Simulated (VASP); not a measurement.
Set up this calculation in VASP 6.6.1, as the native input.

| Property | Result |
| --- | --- |
| Task | single point |
| Functional | PBE |
| Potentials or basis | VASP PAW PBE potentials, release 64 (Ga_d, P) |
| Cutoff | 520 eV |
| k mesh | 10 × 10 × 14 |
| Occupations | gaussian, width 0.1 eV |
| Spin | no spin polarisation |
| Dipole correction | no |
| Further INCAR settings | ALGO = Normal; EDIFF = 1e-06; NBANDS = 22 |

The structure of GaP3 lies in POSCAR:

```
GaP3
1.0
    4.4309558706      0.0000000000      0.0000000000
    0.0000000000      4.4309558706      0.0000000000
    0.0000000000      0.0000000000      3.1266193747
Ga P
1 3
Direct
    0.0000000000      0.0000000000      0.0000000000
    0.0000000000      0.5000000000      0.5000000000
    0.5000000000      0.0000000000      0.5000000000
    0.5000000000      0.5000000000      0.0000000000
```

The input as run:

INCAR

```
SYSTEM = GaP3
PREC = Accurate
ENCUT = 520
EDIFF = 1E-6
ISMEAR = 0
SIGMA = 0.1
LREAL = .FALSE.
LASPH = .TRUE.
NELM = 80
ALGO = Normal
ISIF = 2
LWAVE = .FALSE.
LCHARG = .FALSE.
GGA = PE
NBANDS = 22
```

KPOINTS

```
regular mesh
0
G
  10 10 14
  0 0 0
```

Potentials or basis: VASP PAW PBE potentials, release 64 (Ga_d, P).

Command:

```sh
$ cat potpaw_PBE.64/Ga_d/POTCAR potpaw_PBE.64/P/POTCAR > POTCAR
$ mpirun -np 1 vasp_std > vasp.out
```

Results of the run:

The pressure is 0.0 GPa and the band gap on the k mesh is zero (bands 14 and 15 overlap by 4.98 eV).

It took 2.5 min on 1 thread of Intel Xeon 8259CL, with other jobs on the host, peak memory 0.33 GiB.
